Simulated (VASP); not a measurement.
Wanted: the native input for a VASP 6.6.1 run.

* Task: dielectric tensor
* Functional: r2SCAN
* Potentials or basis: VASP PAW PBE potentials, release 64 (F)
* Cutoff: 580 eV
* k mesh: 8 × 8 × 4
* Occupations: gaussian, width 0.01 eV
* Spin: no spin polarisation
* Dipole correction: no
* Further INCAR settings: ALGO = Normal; EDIFF = 1e-08

The structure of F lies in POSCAR:

```
F
1.0
    2.4728542882     -1.6104303596      0.0000000000
    2.4728542882      1.6104303596      0.0000000000
    0.0000000000      0.0000000000      6.5449700122
F
4
Direct
    0.9054155717      0.0945844283      0.0963912690
    0.5945844283      0.4054155717      0.5963912690
    0.4054155717      0.5945844283      0.4036087310
    0.0945844283      0.9054155717      0.9036087310
```

These files were run (other wordings do the same):

INCAR

```
SYSTEM = F
ALGO     = Normal         ! electronic algorithm
EDIFF    = 1E-8           ! SCF threshold, eV
ENCUT    = 580            ! plane-wave cutoff, eV
GGA_COMPAT= .FALSE.      
ISIF     = 2              ! what is computed and relaxed
ISMEAR   = 0              ! smearing method
KPAR     = 4            
LASPH    = .TRUE.         ! aspherical terms in the spheres
LCALCEPS = .TRUE.       
LCHARG   = .FALSE.        ! write CHGCAR
LMIXTAU  = .TRUE.       
LREAL    = .FALSE.        ! projectors in reciprocal space
LWAVE    = .FALSE.        ! write WAVECAR
METAGGA  = R2SCAN         ! meta-GGA
NELM     = 120            ! most SCF steps
PREC     = Accurate       ! precision mode
SIGMA    = 0.01           ! smearing width, eV
```

KPOINTS

```
k-points
0
G
  8 8 4
  0 0 0
```

Potentials or basis: VASP PAW PBE potentials, release 64 (F).

Run with:

```bash
$ cat potpaw_PBE.64/F/POTCAR > POTCAR
$ mpirun -np 4 vasp_std > vasp.out
```

It gave:

| Property | Result |
| --- | --- |
| Band gap on the k mesh | 3.71 eV |
| Electronic dielectric tensor (diagonal) | 1.55, 1.72, 2.35 |
| Born charges (mean of the diagonal) | F +0.00 e |

It took 17 min on 4 MPI ranks on AMD EPYC 7R13 Processor (Zen 3), on a shared host, peak memory 0.4 GiB a rank.
